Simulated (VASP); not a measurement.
Write the native input for VASP 6.6.1 that does the following.

```
Task                   : single point
Functional             : PBEsol
Potentials or basis    : VASP PAW PBE potentials, release 64 (Si, Ni)
Cutoff                 : 520 eV
k mesh                 : 9 × 9 × 1
Occupations            : gaussian, width 0.1 eV
Spin                   : no spin polarisation
Dipole correction      : yes
Further INCAR settings : ALGO = Normal; EDIFF = 1e-07; NBANDS = 60
```

The structure of SiNi2 lies in POSCAR:

```
SiNi2
1.0
    3.8684636528      0.0000000000      0.0000000000
   -1.9342318264      3.3501877970      0.0000000000
    0.0000000000      0.0000000000     25.6047242021
Si Ni
4 8
Direct
    0.6666666667      0.3333333333      0.3319699885
    0.3333333333      0.6666666667      0.4279871379
    0.6666666667      0.3333333333      0.5274240502
    0.3333333333      0.6666666667      0.6364033951
    0.3333333333      0.6666666667      0.3319699885
    0.0000000000      0.0000000000      0.3799785632
    0.6666666667      0.3333333333      0.4279871379
    0.0000000000      0.0000000000      0.4759957126
    0.3333333333      0.6666666667      0.5228733949
    0.0000000000      0.0000000000      0.5697989202
    0.6666666667      0.3333333333      0.6182540043
    0.0000000000      0.0000000000      0.6623617789
```

These files were run (other wordings do the same):

INCAR

```
PREC     = Accurate       # precision mode
ENCUT    = 520            # plane-wave cutoff, eV
EDIFF    = 1E-7           # SCF threshold, eV
ISMEAR   = 0              # smearing method
SIGMA    = 0.1            # smearing width, eV
LREAL    = False          # projectors in reciprocal space
LASPH    = True           # aspherical terms in the spheres
NELM     = 100            # most SCF steps
ALGO     = Normal         # electronic algorithm
ISIF     = 2              # what is computed and relaxed
LWAVE    = False          # write WAVECAR
LCHARG   = False          # write CHGCAR
LDIPOL   = True         
IDIPOL   = 3            
DIPOL    = 0.5 0.5 0.493
GGA      = PS             # functional
NBANDS   = 60             # bands
```

KPOINTS

```
regular mesh
0
Gamma
  9 9 1
```

Potentials or basis: VASP PAW PBE potentials, release 64 (Si, Ni).

The run is started by

```console
$ cat potpaw_PBE.64/Si/POTCAR potpaw_PBE.64/Ni/POTCAR > POTCAR
$ mpirun -np 1 vasp_std > vasp.out
```

It gave:

| Quantity | Value |
| --- | --- |
| Largest force | 1.153 eV/Å |
| Band gap on the k mesh | zero (bands 48 and 49 overlap by 3.24 eV) |

Caveat: the PAW data sets were made with another functional, which shifts forces and pressure a little.

It took 16 min on 1 thread of Intel(R) Xeon(R) Platinum 8259CL CPU @ 2.50GHz (Skylake/Cascade Lake) (shared host), peak memory 0.5 GiB.
